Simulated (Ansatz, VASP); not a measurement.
Te2Mo2Pt: VASP beside Ansatz

```xyz
10
Lattice="7.8521 0.0000 0.0000 0.0000 7.8521 0.0000 0.0000 0.0000 3.8965" Properties=species:S:1:pos:R:3 pbc="T T T"
Te    5.3305    1.4044    1.9482
Te    2.5216    6.4477    1.9482
Te    1.4044    2.5216    1.9482
Te    6.4477    5.3305    1.9482
Mo    0.9243    4.8504    0.0000
Mo    6.9278    3.0017    0.0000
Mo    4.8504    6.9278    0.0000
Mo    3.0017    0.9243    0.0000
Pt    0.0000    0.0000    0.0000
Pt    3.9260    3.9260    0.0000
```

Change from the starting cell: species swapped into the Ce2InCu2 type (P4/mbm, No. 127).

Alike in both runs: task relaxation of cell and atoms; functional PBE; k mesh 2 × 2 × 4; occupations gaussian, width 0.2 eV; no spin polarisation.

```csv
,VASP,Ansatz
version,VASP 6.6.1,Ansatz 0.2.0
potentials or method,"VASP PAW PBE potentials, release 64 (Te, Mo_sv, Pt), cutoff 600 eV","scalar-relativistic, plane waves, PAW"
valence electrons in the cell,100,156
```

```csv
,VASP,Ansatz,Ansatz less VASP
"gap on the k mesh at the Fermi level, each at its own relaxed structure (eV)",none,none,-
relaxed volume (Å³/atom),19.49,19.53,+0.045
relaxed cell length with the largest relative difference (Å),3.871,3.902,+0.0305
```

A gap of «none» marks a metal or a gap that the smearing closes. VASP's potentials hold 100 valence electrons a cell and Ansatz's 156, so a difference there can come from the potentials and not from the codes.

The k mesh is coarse, so the values compare programs but aren't converged. Neither program's run includes spin-orbit coupling. Noted on VASP's run: the volume moved by over 15 % at a fixed basis, so the end points are rough.
